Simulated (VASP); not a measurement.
# CuO (P-6m2) in VASP: notebook, part 2 of 2

VASP 6.6.1. Earlier steps stand in the parts before.

## (4) Single point, PBE

This run uses another cell than the first one, of 10.03 Å³/atom, 1.040 times its volume.

File INCAR:

```
  ALGO = Normal
  EDIFF = 1E-6
  ENCUT = 520
  GGA = PE
  ISIF = 2
  ISMEAR = -1
  LASPH = True
  LCHARG = False
  LREAL = False
  LWAVE = False
  NBANDS = 16
  NELM = 100
  PREC = Accurate
  SIGMA = 0.05
```

File KPOINTS:

```
k-points
0
Gamma
  11 11 10
```

File POSCAR:

```
CuO
1.0
    2.8736494575      0.0000000000      0.0000000000
   -1.4368247237      2.4886534331      0.0000000000
    0.0000000000      0.0000000000      2.8045394939
Cu O
1 1
Direct
    0.0000000000      0.0000000000      0.0000000000
    0.6666666667      0.3333333333      0.5000000000
```

Potentials or basis: VASP PAW PBE potentials, release 64 (Cu, O).

On the command line:

```bash
$ cat potpaw_PBE.64/Cu/POTCAR potpaw_PBE.64/O/POTCAR > POTCAR
$ mpirun -np 1 vasp_std > vasp.out
```

OUTCAR:

```text
EDIFF = 1E-6
   ENCUT = 520
   GGA = PE
   ISIF = 2
   ISMEAR = -1
   LASPH = True
   LREAL = False
   NELM = 100
   PREC = Accurate

 ion  position               nearest neighbor table
   1  0.000  0.000  0.000-   2 2.17   2 2.17   2 2.17   2 2.17   2 2.17   2 2.17
   2  0.667  0.333  0.500-   1 2.17   1 2.17   1 2.17   1 2.17   1 2.17   1 2.17

  LATTYP: Found a hexagonal cell.
 ALAT       =     2.8736494575
 C/A-ratio  =     0.9759504544

  Lattice vectors:

 A1 = (   2.8736494575,   0.0000000000,   0.0000000000)
 A2 = (  -1.4368247237,   2.4886534331,   0.0000000000)
 A3 = (   0.0000000000,   0.0000000000,   2.8045394939)

Analysis of symmetry for initial positions (statically):
=====================================================================
 Subroutine PRICEL returns:
 Original cell was already a primitive cell.

 Routine SETGRP: Setting up the symmetry group for a
 hexagonal supercell.

 Subroutine GETGRP returns: Found 12 space group operations
 (whereof 12 operations were pure point group operations)
 out of a pool of 24 trial point group operations.

The static configuration has the point symmetry D_3h.

Analysis of symmetry for dynamics (positions and initial velocities):
=====================================================================
 Subroutine PRICEL returns:
 Original cell was already a primitive cell.

 Routine SETGRP: Setting up the symmetry group for a
 hexagonal supercell.

 Subroutine GETGRP returns: Found 12 space group operations
 (whereof 12 operations were pure point group operations)
 out of a pool of 24 trial point group operations.

The dynamic configuration has the point symmetry D_3h.

 Subroutine INISYM returns: Found 12 space group operations
 (whereof 12 operations are pure point group operations),
 and found     1 'primitive' translations

[... 102 lines left out ...]
   POTIM  = 0.5000    time-step for ionic-motion
   TEBEG  =    0.0;   TEEND  =   0.0 temperature during run
   PSTRESS=    0.0 pullay stress
   NELECT =      17.0000    total number of electrons
   NUPDOWN=      -1.0000    fix difference up-down
   EMIN   =  10.00;   EMAX   =-10.00  energy-range for DOS
   EFERMI =   0.00;   METHOD = LEGACY
   ISMEAR =    -1;   SIGMA  =   0.05  broadening in eV -4-tet -1-fermi 0-gaus
   EFERMI_NEDOS =   21; number of points for ismear=-14 and -15
   IALGO  =     38    algorithm
   IMIX   =      4    mixing-type and parameters
     AMIX     =   0.40;   BMIX     =  1.00
     AMIX_MAG =   1.60;   BMIX_MAG =  1.00
  volume/ion in A,a.u.               =      10.03        67.67
  Fermi-wavevector in a.u.,A,eV,Ry     =   1.549308  2.927768 32.658834  2.400357
  Thomas-Fermi vector in A             =   2.654134
   LORBIT       =      0    0 simple, 1 ext, 2 COOP (PROOUT), +10 PAW based schemes
   GGA     = PE    functional components
   LHFCALC =     F    Hartree Fock is set to
   AEXX    =    0.0000 exact exchange contribution
   IVDW    =     0    specifies the selected vdW correction
   LEPSILON=     F    determine dielectric tensor
   LRPA    =     F    only Hartree local field effects (RPA)
 non-spin polarized calculation
  energy-cutoff  :      520.00
  volume of cell :       20.06
 maximum number of plane-waves:       559
 NGX is ok and might be reduce to    24
   NGX = 11   NGY = 11   NGZ = 11

 number of electron      17.0000016 magnetization

 Free energy of the ion-electron system (eV)
  ---------------------------------------------------
  ext. energy  EPLUGINS =         0.00000000
  ---------------------------------------------------
  free energy    TOTEN  =        -9.13532196 eV

  energy without entropy =       -9.11086246  energy(sigma->0) =       -9.12309221

 E-fermi :   5.2411     XC(G=0): -12.1222

 val. band max:        5.2365508241   @ k =   0.3636  -0.0000   0.3000
 cond. band min:       5.2454380379   @ k =   0.2727   0.0000   0.3000
 fundamental gap:      0.0088872139
 Fermi energy:         5.2410624287

 k-point     1 :       0.0000    0.0000    0.0000
  band No.  band energies     occupation
      1     -13.6421      2.00000
      2       1.8772      2.00000
      3       1.8772      2.00000
      4       2.2159      2.00000
      5       2.8031      2.00000
      6       3.5787      2.00000
[... 433 lines left out ...]
      3       1.5409      2.00000
      4       2.0445      2.00000
      5       2.6580      2.00000
      6       3.4596      2.00000
[... 8 lines left out ...]
     15      28.1534      0.00000
     16      30.2731      0.00000

 [... further k-points ...]
[... 5 lines left out ...]
  --------------------------------------------------------------------------------------
  -------------------------------------------------------------------------------------
  Total       -0.3327809     -0.3327809     -1.7496990     -0.0000000     -0.0000000      0.0000000
  in kB      -26.5833204    -26.5833204   -139.7700644     -0.0000001     -0.0000000      0.0000000
  external PRESSURE =     -64.3122351 kB  Pullay stress =       0.0000000 kB

 VOLUME and BASIS-vectors are now :
 -----------------------------------------------------------------------------
  energy-cutoff  :      520.00
  volume of cell :       20.06
      direct lattice vectors                 reciprocal lattice vectors
     2.873649458  0.000000000  0.000000000     0.347989556  0.200911863  0.000000000
    -1.436824724  2.488653433  0.000000000     0.000000000  0.401823728  0.000000000
     0.000000000  0.000000000  2.804539494     0.000000000  0.000000000  0.356564777

 POSITION                                       TOTAL-FORCE (eV/Angst)
 -----------------------------------------------------------------------------------
      0.00000      0.00000      0.00000        -0.000000      0.000000      0.000000
      1.43682      0.82955      1.40227         0.000000     -0.000000      0.000000
 -----------------------------------------------------------------------------------
    total drift:                                0.000000     -0.000000      0.000000

  FREE ENERGIE OF THE ION-ELECTRON SYSTEM (eV)
  ---------------------------------------------------
  free  energy   TOTEN  =        -9.1353219599 eV

  energy  without entropy=       -9.1108624638  energy(sigma->0) =       -9.12309221
```

stdout:

```text
POSCAR found type information on POSCAR CuO
 POSCAR found :  2 types and       2 ions
 scaLAPACK will be used
 LDA part: xc-table for (Slater+PW92), standard interpolation
 POSCAR, INCAR and KPOINTS ok, starting setup
 FFT: planning ... GRIDC
 FFT: planning ... GRID_SOFT
 FFT: planning ... GRID
 WAVECAR not read
 entering main loop
```

Wall time 35 s (1 thread of AMD EPYC 7R43 (Zen 3), shared host); peak memory 0.12 GiB.

What came out:

```
Free energy : -9.1353 eV
Pressure    : -6.4 GPa
```

Stress tensor (GPa, compression positive):
```
 -2.66   0.00   0.00
  0.00  -2.66   0.00
  0.00   0.00 -13.98
```

Levels at points of the mesh, in eV from the Fermi level:
```
           k point  band 5  band 6  band 7  band 8  band 9  band 10  band 11  band 12  band 13  band 14
(0.00, 0.00, 0.00)   -2.44   -1.66   -1.66   -0.12   -0.12     0.95    15.04    16.41    16.41    18.21
(0.00, 0.00, 0.50)   -2.09   -2.09   -1.45   -0.15   -0.15     6.94     7.44    20.52    20.52    22.13
```

Caveat: an odd number of electrons without spin polarisation forces a metal; a magnetic or distorted state may lie lower; semilocal functionals often make such compounds metallic where correlation or magnetic order opens a gap, which also shifts bond lengths. With open d or f shells a metallic result of PBE can be an artefact of self-interaction; +U or a hybrid may open a gap.

## (5) Single point, PBE

This run uses another cell than the first one, of 10.22 Å³/atom, 1.060 times its volume.

File INCAR:

```
  PREC = Accurate
  ENCUT = 520
  EDIFF = 1E-7
  ISMEAR = -1
  SIGMA = 0.05
  LREAL = False
  LASPH = True
  NELM = 100
  ALGO = Normal
  ISIF = 2
  LWAVE = False
  LCHARG = True
  GGA = PE
  LELF = True
  LVHAR = True
  NBANDS = 16
```

File KPOINTS:

```
Automatic mesh
0
Gamma
  11 11 10
```

File POSCAR:

```
CuO
1.0
    2.8919534507      0.0000000000      0.0000000000
   -1.4459767203      2.5045051563      0.0000000000
    0.0000000000      0.0000000000      2.8224032844
Cu O
1 1
Direct
    0.0000000000      0.0000000000      0.0000000000
    0.6666666667      0.3333333333      0.5000000000
```

On the command line:

```bash
$ cat potpaw_PBE.64/Cu/POTCAR potpaw_PBE.64/O/POTCAR > POTCAR
$ mpirun -np 1 vasp_std > vasp.out
```

It took 39 s on 1 thread of AMD EPYC 7R43 (Zen 3), shared host; peak memory 0.12 GiB.

The run converged. Its results:

* Free energy: -9.1178 eV
* Pressure: -8.8 GPa

Stress tensor (GPa, compression positive):
```
 -4.86   0.00   0.00
  0.00  -4.86   0.00
  0.00   0.00 -16.58
```

Levels at points of the mesh, in eV from the Fermi level:
```tsv
k point	band 7	band 8	band 9	band 10	band 11	band 12
(0.00, 0.00, 0.00)	-1.63	-0.11	-0.11	0.88	14.96	16.27
(0.00, 0.00, 0.50)	-1.43	-0.15	-0.15	6.83	7.34	20.26
```

Caveat: an odd number of electrons without spin polarisation forces a metal; a magnetic or distorted state may lie lower; semilocal functionals often make such compounds metallic where correlation or magnetic order opens a gap, which also shifts bond lengths. With open d or f shells a metallic result of PBE can be an artefact of self-interaction; +U or a hybrid may open a gap.

## (6) Overview

```csv
cell,gap on the mesh (eV),pressure (GPa)
"a = 2.836, b = 2.836, c = 2.768 Å, angles 90.0, 90.0, 120.0°, 2 atoms",none,-0.2
"a = 2.855, b = 2.855, c = 2.786 Å, angles 90.0, 90.0, 120.0°, 2 atoms",none,-3.6
"a = 2.874, b = 2.874, c = 2.805 Å, angles 90.0, 90.0, 120.0°, 2 atoms",none,-6.4
"a = 2.892, b = 2.892, c = 2.822 Å, angles 90.0, 90.0, 120.0°, 2 atoms",none,-8.8
```

Alike in all rows: task single point; level PBE; potentials or basis VASP PAW PBE potentials, release 64 (Cu, O); no spin polarisation; k mesh 11 × 11 × 10; cutoff (eV) 520; smearing fermi-dirac 0.05 eV.

Caveats: an odd number of electrons without spin polarisation forces a metal; a magnetic or distorted state may lie lower; semilocal functionals often make such compounds metallic where correlation or magnetic order opens a gap, which also shifts bond lengths.

Absolute energies hang on the potentials; compare differences alone.
